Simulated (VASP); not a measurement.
The system is Bi.

```xyz
2
Lattice="2.2925 1.3236 4.0468 -2.2925 1.3236 4.0468 0.0000 -2.6471 4.0468" Properties=species:S:1:pos:R:3 pbc="T T T"
Bi    0.0000    0.0000    2.8373
Bi    0.0000    0.0000    9.3029
```

Base run:

```yaml
Program: VASP 6.6.1
Functional: PBE
Potentials_or_basis: VASP PAW PBE potentials, release 64 (Bi_d)
Cutoff: 520 eV
k_mesh: 8 × 8 × 8
Occupations: gaussian, width 0.6 eV
Spin: no spin polarisation
```

Its results: band gap on the k mesh zero (bands 15 and 16 overlap by 0.16 eV); pressure 0.1 GPa; largest force 0.076 eV/Å.

The run is repeated on the same cell with these changes: occupations from gaussian, width 0.6 eV to fermi-dirac, width 1 eV. What comes out?

Band gap on the k mesh zero (bands 15 and 16 overlap by 0.16 eV); pressure 4.5 GPa; largest force 0.804 eV/Å.

Caveats: so wide a smearing shifts energies and pressures; spin-orbit coupling is left out, which moves the levels of the heavy elements; the cell stands under pressure (at least some runs).
